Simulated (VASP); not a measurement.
Wanted: the native input for a VASP 6.6.1 run.

```yaml
Task: single point
Functional: PBE
Potentials_or_basis: VASP PAW PBE potentials, release 64 (In_d, P)
Cutoff: 520 eV
k_mesh: 20 × 20 × 20
Occupations: gaussian, width 0.15 eV
Spin: no spin polarisation
Dipole_correction: no
Further_INCAR_settings: ALGO = Normal; EDIFF = 1e-07; NBANDS = 16
```

The structure of InP lies in POSCAR:

```
InP
1.0
    0.0000000000      2.6969230875      2.9226555499
    2.6969230875      0.0000000000      2.9226555499
    2.6969230875      2.6969230875      0.0000000000
In P
1 1
Direct
    0.0000000000      0.0000000000      0.0000000000
    0.5000000000      0.5000000000      0.5000000000
```

This cell differs from its parent crystal: volume 21.258 Å^3 an atom, c/a of the conventional cell 1.0837.

The input as run:

INCAR

```
PREC = Accurate
ENCUT = 520
EDIFF = 1E-7
ISMEAR = 0
SIGMA = 0.15
LREAL = F
LASPH = T
NELM = 100
ALGO = Normal
ISIF = 2
LWAVE = F
LCHARG = F
GGA = PE
NBANDS = 16
```

KPOINTS

```
Automatic mesh
0
Gamma
  20 20 20
```

Potentials or basis: VASP PAW PBE potentials, release 64 (In_d, P).

Launch:

```sh
$ cat potpaw_PBE.64/In_d/POTCAR potpaw_PBE.64/P/POTCAR > POTCAR
$ mpirun -np 1 vasp_std > vasp.out
```

Results of the run:

```yaml
Pressure: 0.8 GPa
Band_gap_on_the_k_mesh: zero (band 9 reaches 7.46 eV, above the bottom of band 10 at 5.05 eV)
```

Caveat: spin-orbit coupling is left out, which moves the levels of the heavy elements.

Run time: 9.5 min on 1 thread of Intel Xeon 8259CL, with other jobs on the host, peak memory 0.51 GiB.
